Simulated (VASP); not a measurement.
Input of a VASP 6.6.1 run:

File INCAR:

```
ALGO = Normal ; EDIFF = 1E-6
ENCUT = 500 ; GGA = PE
GGA_COMPAT = F ; ISIF = 2
ISMEAR = 0 ; LASPH = T
LCHARG = T ; LELF = T
LREAL = F ; LVHAR = T
LWAVE = F ; NBANDS = 15
NELM = 120 ; PREC = Accurate
SIGMA = 0.05
```

Contents of KPOINTS:

```
k-points
0
Gamma
  8 8 8
```

The input POSCAR:

```
CsCl
1.0
    4.2053960488      0.0000000000      0.0000000000
    0.0000000000      4.2053960488      0.0000000000
    0.0000000000      0.0000000000      4.2053960488
Cs Cl
1 1
Direct
    0.0000000000      0.0000000000      0.0000000000
    0.5000000000      0.5000000000      0.5000000000
```

Potentials or basis: VASP PAW PBE potentials, release 64 (Cs_sv, Cl).

Run with:

```console
$ cat potpaw_PBE.64/Cs_sv/POTCAR potpaw_PBE.64/Cl/POTCAR > POTCAR
$ mpirun -np 1 vasp_std > vasp.out
```

(1) Predict the band gap on the k mesh.

(2) What does it give for the pressure?

Results:

(1) 5.00 eV.

(2) 0.0 GPa.

Caveat: spin-orbit coupling is left out, which moves the levels of the heavy elements.
